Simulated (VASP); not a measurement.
Wanted: the native input for a VASP 6.6.1 run.

- Task: single point
- Functional: revPBE
- Potentials or basis: VASP PAW PBE potentials, release 64 (Ca_sv, Br)
- Cutoff: 520 eV
- k mesh: 10 × 10 × 8
- Occupations: fermi-dirac, width 0.05 eV
- Spin: no spin polarisation
- Dipole correction: no
- Further INCAR settings: ALGO = Normal; EDIFF = 1e-07; NBANDS = 16

The structure of CaBr lies in POSCAR:

```
CaBr
1.0
    3.9170220000      0.0000000000      0.0000000000
   -1.9585110000      3.3922410000      0.0000000000
    0.0000000000      0.0000000000      4.3410340000
Ca Br
1 1
Direct
    0.0000000000      0.0000000000      0.0000000000
    0.3333333333      0.6666666667      0.5000000000
```

These files were run (other wordings do the same):

INCAR

```
PREC = Accurate
ENCUT = 520
EDIFF = 1E-7
ISMEAR = -1
SIGMA = 0.05
LREAL = F
LASPH = T
NELM = 60
ALGO = Normal
ISIF = 2
LWAVE = F
LCHARG = F
GGA = RE
NBANDS = 16
```

KPOINTS

```
regular mesh
0
Gamma
  10 10 8
```

Potentials or basis: VASP PAW PBE potentials, release 64 (Ca_sv, Br).

Launch:

```bash
$ cat potpaw_PBE.64/Ca_sv/POTCAR potpaw_PBE.64/Br/POTCAR > POTCAR
$ mpirun -np 1 vasp_std > vasp.out
```

It gave:

```
Pressure               : 1.7 GPa
Band gap on the k mesh : zero (an odd number of electrons rules out a gap without spin polarisation)
```

Caveat: the PAW data sets were made with another functional, which shifts forces and pressure a little; an odd number of electrons without spin polarisation forces a metal; a magnetic or distorted state may lie lower.

Wall time 35 s on 1 thread of AMD EPYC 7R13 Processor (Zen 3), with other jobs on the host, peak memory 0.19 GiB.
